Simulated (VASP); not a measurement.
Input of a VASP 6.6.1 run:

INCAR

```
SYSTEM = ScRu3
ALGO     = Fast           ! electronic algorithm
EDIFF    = 1E-6           ! SCF threshold, eV
ENCUT    = 520            ! plane-wave cutoff, eV
GGA      = PE             ! functional
ISIF     = 2              ! what is computed and relaxed
ISMEAR   = 0              ! smearing method
LASPH    = .True.         ! aspherical terms in the spheres
LCHARG   = .False.        ! write CHGCAR
LREAL    = .False.        ! projectors in reciprocal space
LWAVE    = .False.        ! write WAVECAR
NBANDS   = 34             ! bands
NELM     = 80             ! most SCF steps
PREC     = Accurate       ! precision mode
SIGMA    = 0.1            ! smearing width, eV
```

KPOINTS

```
k-points
0
Gamma
  16 16 16
  0 0 0
```

The input POSCAR:

```
ScRu3
1.0
   -1.9371162854      1.9371162854      4.0377173538
    1.9371162854     -1.9371162854      4.0377173538
    1.9371162854      1.9371162854     -4.0377173538
Sc Ru
1 3
Direct
    0.0000000000      0.0000000000      0.0000000000
    0.7500000000      0.2500000000      0.5000000000
    0.2500000000      0.7500000000      0.5000000000
    0.5000000000      0.5000000000      0.0000000000
```

Potentials or basis: VASP PAW PBE potentials, release 64 (Sc_sv, Ru_pv).

The run is started by

```sh
$ cat potpaw_PBE.64/Sc_sv/POTCAR potpaw_PBE.64/Ru_pv/POTCAR > POTCAR
$ mpirun -np 1 vasp_std > vasp.out
```

Problem. Predict the band gap on the k mesh.

Solution. Zero (an odd number of electrons rules out a gap without spin polarisation).

Problem. Predict the pressure.

Solution. 0.2 GPa.
